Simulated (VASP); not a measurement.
# HW8C8 in VASP: further runs, part 2 of 2

VASP 6.6.1. Earlier steps stand in the parts before.

**5. Single point, PBE**

INCAR reads:

```
SYSTEM = HW8C8
PREC = Accurate
ENCUT = 520
EDIFF = 1E-6
ISMEAR = -1
SIGMA = 0.05
LREAL = Auto
LASPH = .True.
NELM = 60
ALGO = Normal
ISIF = 2
LWAVE = .False.
LCHARG = .True.
GGA = PE
LELF = .True.
LVHAR = .True.
NBANDS = 86
```

KPOINTS reads:

```
Automatic mesh
0
Gamma
  3 3 1
  0 0 0
```

POSCAR reads:

```
HW8C8
1.0
    5.7641400000      0.0000000000      0.0000000000
   -2.8820700000      4.9918920000      0.0000000000
    0.0000000000      0.0000000000     17.2358050000
W C H
8 8 1
Direct
    0.0000000000      0.0000000000      0.0580187580
   -0.0007480594     -0.0037861396      0.2225367484
    0.0000014646      0.4999907851      0.0580187580
   -0.0052905008      0.4964851002      0.2242715092
    0.5000052046      0.0000000000      0.0580187580
    0.5099676533      0.0080931238      0.2277410310
    0.4999893205      0.4999907851      0.0580187580
    0.5067593234      0.5036767622      0.2232039641
    0.3553420646      0.1763459626      0.1384965773
    0.3249800148      0.1711375166      0.2904477046
    0.3423186666      0.6708278144      0.1348936125
    0.3291305265      0.6658597582      0.2896470458
    0.8443337310      0.1624033533      0.1388911049
    0.8336426693      0.1958776352      0.2966267024
    0.8246118441      0.6589285185      0.1283607003
    0.8299066480      0.6683037213      0.2914978442
    0.8450710210      1.1958792378      0.3579293221
```

Potentials or basis: VASP PAW PBE potentials, release 64 (W_sv, C, H).

Run with:

```sh
cat potpaw_PBE.64/W_sv/POTCAR potpaw_PBE.64/C/POTCAR potpaw_PBE.64/H/POTCAR > POTCAR
mpirun -np 1 vasp_std > vasp.out
```

OUTCAR:

```text
SYSTEM = HW8C8
   PREC = Accurate
   ENCUT = 520
   EDIFF = 1E-6
   ISMEAR = -1
   LREAL = Auto
   LASPH = .True.
   NELM = 60
   ISIF = 2
   GGA = PE

 ion  position               nearest neighbor table
   1  0.000  0.000  0.058-  15 2.09  13 2.11   9 2.25   2 2.84   7 2.88   3 2.88   5 2.88   5 2.88
                             3 2.88   7 2.88
   2  0.999  0.996  0.223-  10 2.00  16 2.02  13 2.16  14 2.23   9 2.29  15 2.34   1 2.84   8 2.84
                             6 2.86   4 2.87   4 2.90   6 2.91   8 2.93
   3  0.000  0.500  0.058-  15 2.06  11 2.16  13 2.19   4 2.87   7 2.88   1 2.88   5 2.88   5 2.88
                             1 2.88   7 2.88
   4  0.995  0.496  0.224-  14 1.95  12 2.01  16 2.04  13 2.23  11 2.32  15 2.34   6 2.81   8 2.83
                             3 2.87   2 2.87   2 2.90   8 2.93   6 2.96
   5  0.500  0.000  0.058-  11 2.11   9 2.12  13 2.21   3 2.88   1 2.88   7 2.88   7 2.88   1 2.88
                             3 2.88   6 2.93
   6  0.510  0.008  0.228-  14 2.01  12 2.02  10 2.05   9 2.23  13 2.27  11 2.32   4 2.81   2 2.86
                             8 2.87   8 2.90   2 2.91   5 2.93   4 2.96
   7  0.500  0.500  0.058-  15 2.02  11 2.11   9 2.13   8 2.85   3 2.88   1 2.88   5 2.88   5 2.88
                             1 2.88   3 2.88
   8  0.507  0.504  0.223-  16 2.00  10 2.03  12 2.05   9 2.19  11 2.25  15 2.28   4 2.83   2 2.84
                             7 2.85   6 2.87   6 2.90   2 2.93   4 2.93
   9  0.355  0.176  0.138-   5 2.12   7 2.13   8 2.19   6 2.23   1 2.25   2 2.29
  10  0.325  0.171  0.290-   2 2.00   8 2.03   6 2.05
  11  0.342  0.671  0.135-   7 2.11   5 2.11   3 2.16   8 2.25   4 2.32   6 2.32
  12  0.329  0.666  0.290-   4 2.01   6 2.02   8 2.05
  13  0.844  0.162  0.139-   1 2.11   2 2.16   3 2.19   5 2.21   4 2.23   6 2.27
  14  0.834  0.196  0.297-  17 1.06   4 1.95   6 2.01   2 2.23
  15  0.825  0.659  0.128-   7 2.02   3 2.06   1 2.09   8 2.28   2 2.34   4 2.34
  16  0.830  0.668  0.291-   8 2.00   2 2.02   4 2.04
  17  0.845  0.196  0.358-  14 1.06

  LATTYP: Found a hexagonal cell.
 ALAT       =     5.7641400000
 C/A-ratio  =     2.9901780665

  Lattice vectors:

 A1 = (   5.7641400000,   0.0000000000,   0.0000000000)
 A2 = (  -2.8820700000,   4.9918920000,   0.0000000000)
 A3 = (   0.0000000000,   0.0000000000,  17.2358050000)
[... 165 lines left out ...]
   IVDW    =     0    specifies the selected vdW correction
   LEPSILON=     F    determine dielectric tensor
   LRPA    =     F    only Hartree local field effects (RPA)
 non-spin polarized calculation
  energy-cutoff  :      520.00
  volume of cell :      495.94
 maximum number of plane-waves:     13409
 NGX is ok and might be reduce to    48
   NGX = 21   NGY = 21   NGZ = 65

 number of electron     144.9999991 magnetization

 Free energy of the ion-electron system (eV)
  ---------------------------------------------------
  ext. energy  EPLUGINS =         0.00000000
  ---------------------------------------------------
  free energy    TOTEN  =      -166.50099302 eV

  energy without entropy =     -166.48192804  energy(sigma->0) =     -166.49146053

 E-fermi :   0.2535     XC(G=0):  -5.8107

 val. band max:        0.1737690488   @ k =   0.3333   0.0000   0.0000
 cond. band min:       0.4931986828   @ k =  -0.3333   0.3333   0.0000
 fundamental gap:      0.3194296340
 Fermi energy:         0.2534531623

 k-point     1 :       0.0000    0.0000    0.0000
  band No.  band energies     occupation
      1     -73.5896      2.00000
      2     -73.5603      2.00000
      3     -73.5380      2.00000
      4     -73.5138      2.00000
      5     -73.5055      2.00000
      6     -73.4961      2.00000
[... 424 lines left out ...]
     83       2.7467      0.00000
     84       2.9152      0.00000
 [bands above 84 left out]

------------------------ aborting loop because EDIFF is reached ----------------------------------------

  FORCE on cell =-STRESS in cart. coord.  units (eV):
  Direction    XX          YY          ZZ          XY          YZ          ZX
  --------------------------------------------------------------------------------------
  -------------------------------------------------------------------------------------
  Total       13.6002693     15.6354425      3.1412642      1.0684953     -2.1722883      1.3414390
  in kB       43.9366374     50.5114093     10.1480775      3.4518502     -7.0177318      4.3336140
  external PRESSURE =      34.8653747 kB  Pullay stress =       0.0000000 kB

 VOLUME and BASIS-vectors are now :
 -----------------------------------------------------------------------------
  energy-cutoff  :      520.00
  volume of cell :      495.94
      direct lattice vectors                 reciprocal lattice vectors
     5.764140000  0.000000000  0.000000000     0.173486418  0.100162423  0.000000000
    -2.882070000  4.991892000  0.000000000     0.000000000  0.200324847  0.000000000
     0.000000000  0.000000000 17.235805000     0.000000000  0.000000000  0.058018758

 POSITION                                       TOTAL-FORCE (eV/Angst)
 -----------------------------------------------------------------------------------
      0.00000      0.00000      1.00000         0.329591      0.430596     -0.099391
      2.88867      4.97299      3.83560         0.170707      0.587972      1.303348
     -1.44100      2.49590      1.00000         0.753239     -0.389951     -0.144601
      4.30274      2.47840      3.86550         0.729798      2.650269     -0.538393
      2.88210      0.00000      1.00000         0.462490      0.131752      0.550970
      2.91620      0.04040      3.92530        -1.535291     -1.323153     -0.843318
[... 9 lines left out ...]
      2.85760      3.33610      5.02420         0.445084      0.165137     -0.694335
      4.30657      0.97781      6.16920         0.005779     -0.043701      1.182242
 -----------------------------------------------------------------------------------
    total drift:                               -0.002817      0.007110     -0.018170

  FREE ENERGIE OF THE ION-ELECTRON SYSTEM (eV)
  ---------------------------------------------------
  free  energy   TOTEN  =      -166.5009930228 eV

  energy  without entropy=     -166.4819280397  energy(sigma->0) =     -166.49146053
```

stdout:

```text
POSCAR found type information on POSCAR W C H
 POSCAR found :  3 types and      17 ions
 scaLAPACK will be used
 LDA part: xc-table for (Slater+PW92), standard interpolation
 POSCAR, INCAR and KPOINTS ok, starting setup
 FFT: planning ... GRIDC
 FFT: planning ... GRID_SOFT
 FFT: planning ... GRID
 WAVECAR not read
 entering main loop
```

It took 25 min on 1 thread of Intel Xeon 8259CL, shared host; peak memory 0.68 GiB.

Results:

```
Free energy            : -166.5010 eV
Largest force          : 2.801 eV/Å
Band gap on the k mesh : zero (an odd number of electrons rules out a gap without spin polarisation)
```

Forces on the atoms (eV/Å):
```
W    0.330  0.431 -0.099
W    0.171  0.588  1.303
W    0.753 -0.390 -0.145
W    0.730  2.650 -0.538
W    0.462  0.132  0.551
W   -1.535 -1.323 -0.843
W   -0.396 -0.376 -0.958
W   -1.014  0.093  0.744
C   -1.000 -0.884 -0.850
C    0.380 -0.229 -0.233
C   -0.405 -0.164 -0.038
C   -0.162  0.172 -0.327
C   -0.995  0.380 -1.051
C    1.394 -1.947  0.257
C    0.837  0.747  1.741
C    0.445  0.165 -0.694
H    0.006 -0.044  1.182
```

Caveat: the k points lie up to 0.42 Å⁻¹ apart, too coarse for converged energies and pressures of a metal; the atoms stand as in a frame of molecular dynamics; spin-orbit coupling is left out, which moves the levels of the heavy elements.

**6. The runs side by side**

| cell | gap on the mesh (eV) | largest force (eV/Å) |
| --- | --- | --- |
| as given, atomic positions A | none | 2.72 |
| as given, atomic positions B | none | 1.98 |
| as given, atomic positions C | none | 3.11 |
| as given, atomic positions D | none | 2.80 |

Alike in all rows: task single point; level PBE; potentials or basis VASP PAW PBE potentials, release 64 (W_sv, C, H); no spin polarisation; k mesh 3 × 3 × 1; cutoff (eV) 520; smearing fermi-dirac 0.05 eV.

Caveats: all runs use coarse meshes; spin-orbit coupling is left out, which moves the levels of the heavy elements; the atoms stand as in a frame of molecular dynamics (at least some runs).

Total energies depend on the potentials used, so only differences within one code and one set of settings carry meaning.
